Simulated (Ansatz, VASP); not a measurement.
## CoBi: VASP beside Ansatz

```xyz
2
Lattice="0.0000 2.6546 2.6546 2.6546 0.0000 2.6546 2.6546 2.6546 0.0000" Properties=species:S:1:pos:R:3 pbc="T T T"
Co    0.0000    0.0000    0.0000
Bi    2.6546    2.6546    2.6546
```

Change from the starting cell: volume scaled by 0.95.

Alike in both runs: task single point; functional PBE; k mesh 13 × 13 × 13; occupations fermi-dirac, width 0.05 eV; collinear spin.

```csv
,VASP,Ansatz
version,VASP 6.6.1,Ansatz 0.2.0
potentials or method,"VASP PAW PBE potentials, release 64 (Co, Bi_d), cutoff 520 eV","all-electron LAPW, scalar-relativistic"
```

Ansatz gave:

* pressure (GPa): 5.0
* net moment per atom (μB): 0.22
* size of the moment on the site where the two differ most (μB): 0.47

Task: Which values does VASP return?

Result: Pressure (GPa): 4.9; net moment per atom (μB): 0.21; size of the moment on the site where the two differ most (μB): 0.45.

Site moments also hang on the region over which each program counts them. Ansatz ran all-electron here, and VASP with PAW potentials.

Neither program's run includes spin-orbit coupling.
